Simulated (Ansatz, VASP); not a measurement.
# Two plane-wave programs on Zn2B

The input INCAR:

```
SYSTEM = Zn2B
PREC     = Accurate       ! precision mode
ENCUT    = 600            ! plane-wave cutoff, eV
EDIFF    = 1E-6           ! SCF threshold, eV
ISMEAR   = 0              ! smearing method
SIGMA    = 0.1            ! smearing width, eV
LREAL    = .False.        ! projectors in reciprocal space
LASPH    = .True.         ! aspherical terms in the spheres
NELM     = 60             ! most SCF steps
ALGO     = Fast           ! electronic algorithm
ISIF     = 3              ! what is computed and relaxed
LWAVE    = .False.        ! write WAVECAR
LCHARG   = .False.        ! write CHGCAR
GGA      = PE             ! functional
IBRION   = 2              ! ionic algorithm
NSW      = 90             ! ionic steps
EDIFFG   = -0.04          ! ionic threshold
```

File KPOINTS:

```
Automatic mesh
0
Gamma
  6 6 6
  0 0 0
```

POSCAR

```
Zn2B
1.0
    0.0000000000      2.7454704300      2.7454704300
    2.7454704300      0.0000000000      2.7454704300
    2.7454704300      2.7454704300      0.0000000000
Zn B
2 1
Direct
    0.2500000000      0.2500000000      0.2500000000
    0.7500000000      0.7500000000      0.7500000000
    0.5000000000      0.5000000000      0.5000000000
```

Input for Ansatz:

```yaml
crystal:
  lattice:
    - [0.0, 2.74547043, 2.74547043]
    - [2.74547043, 0.0, 2.74547043]
    - [2.74547043, 2.74547043, 0.0]
  atoms:
    - { symbol: Zn, position: [0.25, 0.25, 0.25] }
    - { symbol: Zn, position: [0.75, 0.75, 0.75] }
    - { symbol: B, position: [0.5, 0.5, 0.5] }
basis:
  ecutwfc: 420
kpoints:
  mp_grid: { grid: [6, 6, 6] }
hamiltonian:
  xc: pbe
scf:
  occupations: { method: gaussian, width: 0.1 }
  lower_state_search: "off"
output:
  forces: true
  stress: true
  eigenvalues: true
relax:
  adjacent_minimum: "off"
  f_tol: 0.04
  max_steps: 70
  cell: { stress_tol: 0.4 }
```

Alike in both runs: task relaxation of cell and atoms; functional PBE; k mesh 6 × 6 × 6; occupations gaussian, width 0.1 eV; no spin polarisation.

|  | VASP | Ansatz |
| --- | --- | --- |
| version | VASP 6.6.1 | Ansatz 0.2.0 |
| potentials or method | VASP PAW PBE potentials, release 64 (Zn, B), cutoff 600 eV | scalar-relativistic, plane waves, PAW |
| valence electrons in the cell | 27 | 27 |

Ansatz gave:

```
gap on the k mesh at the Fermi level, each at its own relaxed structure (eV) : none
relaxed volume (Å³/atom)                                                     : 12.34
relaxed length of the cell vector where the two differ most in proportion (Å)              : 3.741
```

What did VASP give for the same quantities?

gap on the k mesh at the Fermi level, each at its own relaxed structure (eV): none; relaxed volume (Å³/atom): 12.37; relaxed length of the cell vector where the two differ most in proportion (Å): 3.744.

A gap of «none» marks a metal or a gap that the smearing closes.
